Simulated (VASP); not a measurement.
# BaTiO3 (Pm-3m) in VASP: further runs, part 2 of 3

VASP 6.6.1. Earlier steps stand in the parts before.

## Step 4: Electric field gradients, LDA (volume scaled by 0.99)

Input file INCAR:

```
PREC = Accurate
ENCUT = 520
EDIFF = 1E-8
ISMEAR = -1
SIGMA = 0.05
LREAL = False
LASPH = True
NELM = 60
ALGO = Normal
ISIF = 2
LWAVE = False
LCHARG = False
LEFG = True
NBANDS = 28
```

Input file KPOINTS:

```
Automatic mesh
0
Gamma
  8 8 8
```

Input file POSCAR:

```
BaTiO3
1.0
    3.9938975588      0.0000000000      0.0000000000
    0.0000000000      3.9938975588      0.0000000000
    0.0000000000      0.0000000000      3.9938975588
Ba Ti O
1 1 3
Direct
    0.5000000000      0.5000000000      0.5000000000
    0.0000000000      0.0000000000      0.0000000000
    0.5000000000      0.0000000000      0.0000000000
    0.0000000000      0.5000000000      0.0000000000
    0.0000000000      0.0000000000      0.5000000000
```

Potentials or basis: VASP PAW LDA potentials, release 64 (Ba_sv, Ti_sv, O).

Run with:

```sh
> cat potpaw_LDA.64/Ba_sv/POTCAR potpaw_LDA.64/Ti_sv/POTCAR potpaw_LDA.64/O/POTCAR > POTCAR
> mpirun -np 1 vasp_std > vasp.out
```

OUTCAR:

```text
PREC = Accurate
   ENCUT = 520
   EDIFF = 1E-8
   ISMEAR = -1
   LREAL = False
   LASPH = True
   NELM = 60
   ISIF = 2

 ion  position               nearest neighbor table
   1  0.500  0.500  0.500-   3 2.82   4 2.82   5 2.82   3 2.82   4 2.82   3 2.82   5 2.82   3 2.82
                             4 2.82   5 2.82   4 2.82   5 2.82   2 3.46   2 3.46   2 3.46   2 3.46
   2  0.000  0.000  0.000-   3 2.00   4 2.00   5 2.00   5 2.00   4 2.00   3 2.00   1 3.46   1 3.46
                             1 3.46   1 3.46   1 3.46   1 3.46   1 3.46   1 3.46
   3  0.500  0.000  0.000-   2 2.00   2 2.00   1 2.82   1 2.82   1 2.82   1 2.82
   4  0.000  0.500  0.000-   2 2.00   2 2.00   1 2.82   1 2.82   1 2.82   1 2.82
   5  0.000  0.000  0.500-   2 2.00   2 2.00   1 2.82   1 2.82   1 2.82   1 2.82

  LATTYP: Found a simple cubic cell.
 ALAT       =     3.9938975588

  Lattice vectors:

 A1 = (   3.9938975588,   0.0000000000,   0.0000000000)
 A2 = (   0.0000000000,   3.9938975588,   0.0000000000)
 A3 = (   0.0000000000,   0.0000000000,   3.9938975588)

Analysis of symmetry for initial positions (statically):
=====================================================================
 Subroutine PRICEL returns:
 Original cell was already a primitive cell.

 Routine SETGRP: Setting up the symmetry group for a
 simple cubic supercell.

 Subroutine GETGRP returns: Found 48 space group operations
 (whereof 48 operations were pure point group operations)
 out of a pool of 48 trial point group operations.

The static configuration has the point symmetry O_h .

Analysis of symmetry for dynamics (positions and initial velocities):
=====================================================================
 Subroutine PRICEL returns:
 Original cell was already a primitive cell.

 Routine SETGRP: Setting up the symmetry group for a
 simple cubic supercell.

 Subroutine GETGRP returns: Found 48 space group operations
 (whereof 48 operations were pure point group operations)
 out of a pool of 48 trial point group operations.

The dynamic configuration has the point symmetry O_h .

 Subroutine INISYM returns: Found 48 space group operations
 (whereof 48 operations are pure point group operations),
 and found     1 'primitive' translations

----------------------------------------------------------------------------------------

                                     Primitive cell

  volume of cell :      63.7075

  direct lattice vectors                    reciprocal lattice vectors
     3.993897559  0.000000000  0.000000000     0.250381985  0.000000000  0.000000000
     0.000000000  3.993897559  0.000000000     0.000000000  0.250381985  0.000000000
     0.000000000  0.000000000  3.993897559     0.000000000  0.000000000  0.250381985

  length of vectors
     3.993897559  3.993897559  3.993897559     0.250381985  0.250381985  0.250381985

  position of ions in fractional coordinates (direct lattice)
     0.500000000  0.500000000  0.500000000
     0.000000000  0.000000000  0.000000000
     0.500000000  0.000000000  0.000000000
     0.000000000  0.500000000  0.000000000
     0.000000000  0.000000000  0.500000000

  ion indices of the primitive-cell ions
   primitive index   ion index
                 1           1
[... 93 lines left out ...]
   IALGO  =     38    algorithm
   IMIX   =      4    mixing-type and parameters
     AMIX     =   0.40;   BMIX     =  1.00
     AMIX_MAG =   1.60;   BMIX_MAG =  1.00
  volume/ion in A,a.u.               =      12.74        85.98
  Fermi-wavevector in a.u.,A,eV,Ry     =   1.401838  2.649090 26.737496  1.965150
  Thomas-Fermi vector in A             =   2.524660
   LORBIT       =      0    0 simple, 1 ext, 2 COOP (PROOUT), +10 PAW based schemes
   GGA     = CA    functional components
   LHFCALC =     F    Hartree Fock is set to
   AEXX    =    0.0000 exact exchange contribution
   IVDW    =     0    specifies the selected vdW correction
   LEPSILON=     F    determine dielectric tensor
   LRPA    =     F    only Hartree local field effects (RPA)
 non-spin polarized calculation
  energy-cutoff  :      520.00
  volume of cell :       63.71
 maximum number of plane-waves:      1747
 NGX is ok and might be reduce to    30
   NGX = 15   NGY = 15   NGZ = 15

 number of electron      39.9999976 magnetization

 Free energy of the ion-electron system (eV)
  ---------------------------------------------------
  ext. energy  EPLUGINS =         0.00000000
  ---------------------------------------------------
  free energy    TOTEN  =       -44.12115233 eV

  energy without entropy =      -44.12115233  energy(sigma->0) =      -44.12115233

 E-fermi :   4.4249     XC(G=0): -11.7706

 val. band max:        3.5739328167   @ k =   0.5000   0.5000   0.5000
 cond. band min:       5.2429651135   @ k =   0.0000   0.0000   0.0000
 fundamental gap:      1.6690322968
 Fermi energy:         4.4248536861

 k-point     1 :       0.0000    0.0000    0.0000
  band No.  band energies     occupation
      1     -52.2846      2.00000
      2     -28.9028      2.00000
      3     -28.9028      2.00000
      4     -28.9028      2.00000
      5     -21.0687      2.00000
      6     -13.0218      2.00000
[... 733 lines left out ...]
     27      11.7243      0.00000
     28      12.5843      0.00000

 [... further k-points ...]
[... 5 lines left out ...]
  --------------------------------------------------------------------------------------
  -------------------------------------------------------------------------------------
  Total       -2.3066061     -2.3066061     -2.3066061      0.0000000      0.0000000      0.0000000
  in kB      -58.0087161    -58.0087161    -58.0087161      0.0000000      0.0000000      0.0000000
  external PRESSURE =     -58.0087161 kB  Pullay stress =       0.0000000 kB

 VOLUME and BASIS-vectors are now :
 -----------------------------------------------------------------------------
  energy-cutoff  :      520.00
  volume of cell :       63.71
      direct lattice vectors                 reciprocal lattice vectors
     3.993897559  0.000000000  0.000000000     0.250381985  0.000000000  0.000000000
     0.000000000  3.993897559  0.000000000     0.000000000  0.250381985  0.000000000
     0.000000000  0.000000000  3.993897559     0.000000000  0.000000000  0.250381985

 POSITION                                       TOTAL-FORCE (eV/Angst)
 -----------------------------------------------------------------------------------
      1.99695      1.99695      1.99695         0.000000      0.000000      0.000000
      0.00000      0.00000      0.00000         0.000000      0.000000      0.000000
      1.99695      0.00000      0.00000         0.000000      0.000000      0.000000
      0.00000      1.99695      0.00000         0.000000      0.000000      0.000000
      0.00000      0.00000      1.99695         0.000000      0.000000      0.000000
 -----------------------------------------------------------------------------------
    total drift:                                0.000000     -0.000000      0.000000

  FREE ENERGIE OF THE ION-ELECTRON SYSTEM (eV)
  ---------------------------------------------------
  free  energy   TOTEN  =       -44.1211523336 eV

  energy  without entropy=      -44.1211523289  energy(sigma->0) =      -44.12115233

 Electric field gradients (V/A^2)
---------------------------------------------------------------------
 ion       V_xx      V_yy      V_zz      V_xy      V_xz      V_yz
---------------------------------------------------------------------
   1      -0.000    -0.000    -0.000     0.000    -0.000     0.000
   2       0.000    -0.000    -0.000     0.000    -0.000    -0.000
   3      20.841   -10.420   -10.420    -0.000     0.000    -0.000
   4     -10.420    20.841   -10.420    -0.000     0.000    -0.000
   5     -10.420   -10.420    20.841     0.000     0.000     0.000
---------------------------------------------------------------------

 Electric field gradients after diagonalization (V/A^2)
 (convention: |V_zz| > |V_xx| > |V_yy|)
----------------------------------------------------------------------
 ion       V_xx      V_yy      V_zz     asymmetry (V_yy - V_xx)/ V_zz
----------------------------------------------------------------------
   1      -0.000    -0.000    -0.000      -0.176
   2       0.000    -0.000    -0.000       0.528
   3     -10.420   -10.420    20.841       0.000
   4     -10.420   -10.420    20.841       0.000
   5     -10.420   -10.420    20.841       0.000
----------------------------------------------------------------------

           NMR quadrupolar parameters

 Cq : quadrupolar parameter    Cq=e*Q*V_zz/h
 eta: asymmetry parameters     (V_yy - V_xx)/ V_zz
 Q  : nuclear electric quadrupole moment in mb (millibarn)
----------------------------------------------------------------------
 ion       Cq(MHz)       eta       Q (mb)
----------------------------------------------------------------------
   1      -0.000      -0.176       1.000
   2      -0.000       0.528       1.000
   3       0.050       0.000       1.000
   4       0.050       0.000       1.000
   5       0.050       0.000       1.000
----------------------------------------------------------------------
```

stdout:

```text
POSCAR found type information on POSCAR BaTiO
 POSCAR found :  3 types and       5 ions
 scaLAPACK will be used
 LDA part: xc-table for (Slater(with rela. corr.)+CA(PZ))
 , standard interpolation
 POSCAR, INCAR and KPOINTS ok, starting setup
 FFT: planning ... GRIDC
 FFT: planning ... GRID_SOFT
 FFT: planning ... GRID
 WAVECAR not read
 entering main loop
ion   1

ion   2

ion   3

ion   4

ion   5
```

Wall time 63 s (1 thread of Intel Xeon 6975P-C, shared host); peak memory 0.19 GiB.

Results:

```yaml
Free_energy: -44.1212 eV
Pressure: -5.8 GPa
Band_gap_on_the_k_mesh: 1.67 eV, indirect (least direct gap 1.80 eV)
```

Electric field gradients, principal values (V/Å²):
| atom | least | middle | greatest (by size) |
| --- | --- | --- | --- |
| 1 Ba | 0.000 | 0.000 | 0.000 |
| 2 Ti | 0.000 | 0.000 | 0.000 |
| 3 O | -10.420 | -10.420 | 20.841 |
| 4 O | -10.420 | -10.420 | 20.841 |
| 5 O | -10.420 | -10.420 | 20.841 |

Caveat: without QUAD_EFG the Cq values of the log hold for a quadrupole moment of 1 mb, not for the nuclei; spin-orbit coupling is left out, which moves the levels of the heavy elements.

## Step 5: Electric field gradients, LDA (volume scaled by 1.02)

Input file INCAR:

```
SYSTEM = BaTiO3
PREC = Accurate
ENCUT = 520
EDIFF = 1E-8
ISMEAR = -1
SIGMA = 0.05
LREAL = .FALSE.
LASPH = .TRUE.
NELM = 60
ALGO = Normal
ISIF = 2
LWAVE = .FALSE.
LCHARG = .FALSE.
LEFG = .TRUE.
NBANDS = 28
```

Input file KPOINTS:

```
regular mesh
0
G
  8 8 8
  0 0 0
```

Edit POSCAR of step 4 so:

```diff
@@ -2,5 +2,5 @@
 1.0
-    3.9938975588      0.0000000000      0.0000000000
-    0.0000000000      3.9938975588      0.0000000000
-    0.0000000000      0.0000000000      3.9938975588
+    4.0338391840      0.0000000000      0.0000000000
+    0.0000000000      4.0338391840      0.0000000000
+    0.0000000000      0.0000000000      4.0338391840
 Ba Ti O
```

Potentials or basis: VASP PAW LDA potentials, release 64 (Ba_sv, Ti_sv, O).

Run with:

```sh
> cat potpaw_LDA.64/Ba_sv/POTCAR potpaw_LDA.64/Ti_sv/POTCAR potpaw_LDA.64/O/POTCAR > POTCAR
> mpirun -np 1 vasp_std > vasp.out
```

OUTCAR:

```text
SYSTEM = BaTiO3
   PREC = Accurate
   ENCUT = 520
   EDIFF = 1E-8
   ISMEAR = -1
   LREAL = .FALSE.
   LASPH = .TRUE.
   NELM = 60
   ISIF = 2

 ion  position               nearest neighbor table
   1  0.500  0.500  0.500-   3 2.85   4 2.85   5 2.85   3 2.85   4 2.85   3 2.85   5 2.85   3 2.85
                             4 2.85   5 2.85   4 2.85   5 2.85   2 3.49   2 3.49   2 3.49   2 3.49
   2  0.000  0.000  0.000-   3 2.02   4 2.02   5 2.02   5 2.02   4 2.02   3 2.02   1 3.49   1 3.49
                             1 3.49   1 3.49   1 3.49   1 3.49   1 3.49   1 3.49
   3  0.500  0.000  0.000-   2 2.02   2 2.02   1 2.85   1 2.85   1 2.85   1 2.85
   4  0.000  0.500  0.000-   2 2.02   2 2.02   1 2.85   1 2.85   1 2.85   1 2.85
   5  0.000  0.000  0.500-   2 2.02   2 2.02   1 2.85   1 2.85   1 2.85   1 2.85

[... 982 lines left out ...]
   3      23.428   -11.714   -11.714     0.000     0.000    -0.000
   4     -11.714    23.428   -11.714    -0.000    -0.000     0.000
   5     -11.714   -11.714    23.428    -0.000     0.000    -0.000
---------------------------------------------------------------------

 Electric field gradients after diagonalization (V/A^2)
 (convention: |V_zz| > |V_xx| > |V_yy|)
----------------------------------------------------------------------
 ion       V_xx      V_yy      V_zz     asymmetry (V_yy - V_xx)/ V_zz
----------------------------------------------------------------------
   1      -0.000    -0.000     0.000       0.300
   2       0.000     0.000    -0.000       0.034
   3     -11.714   -11.714    23.428       0.000
   4     -11.714   -11.714    23.428       0.000
   5     -11.714   -11.714    23.428       0.000
----------------------------------------------------------------------

           NMR quadrupolar parameters

 Cq : quadrupolar parameter    Cq=e*Q*V_zz/h
 eta: asymmetry parameters     (V_yy - V_xx)/ V_zz
 Q  : nuclear electric quadrupole moment in mb (millibarn)
----------------------------------------------------------------------
 ion       Cq(MHz)       eta       Q (mb)
----------------------------------------------------------------------
   1       0.000       0.300       1.000
   2      -0.000       0.034       1.000
   3       0.057       0.000       1.000
   4       0.057       0.000       1.000
   5       0.057       0.000       1.000
----------------------------------------------------------------------
```

Wall time 62 s (1 thread of Intel Xeon 6975P-C, shared host); peak memory 0.2 GiB.

What came out:

- Free energy: -44.0245 eV
- Pressure: -10.4 GPa
- Band gap on the k mesh: 1.61 eV, indirect (least direct gap 1.78 eV)

Levels at points of the mesh, in eV from the valence-band top:
| k point | band 18 | band 19 | band 20 | band 21 | band 22 | band 23 |
| --- | --- | --- | --- | --- | --- | --- |
| (0.00, 0.00, 0.00) | -0.16 | -0.16 | -0.16 | 1.61 | 1.61 | 1.61 |
| (0.50, 0.00, 0.00) | -1.83 | -0.72 | -0.72 | 1.77 | 3.34 | 3.34 |
| (0.50, 0.50, 0.00) | -0.88 | -0.88 | -0.09 | 3.35 | 3.35 | 3.75 |
| (0.50, 0.50, 0.50) | 0.00 | 0.00 | 0.00 | 4.00 | 4.00 | 4.00 |

Electric field gradients, principal values (V/Å²):
| atom | least | middle | greatest (by size) |
| --- | --- | --- | --- |
| 1 Ba | 0.000 | 0.000 | 0.000 |
| 2 Ti | 0.000 | 0.000 | 0.000 |
| 3 O | -11.714 | -11.714 | 23.428 |
| 4 O | -11.714 | -11.714 | 23.428 |
| 5 O | -11.714 | -11.714 | 23.428 |

Caveat: without QUAD_EFG the Cq values of the log hold for a quadrupole moment of 1 mb, not for the nuclei; spin-orbit coupling is left out, which moves the levels of the heavy elements. A k mesh can miss the band edges.

[end of part 2 of 3]
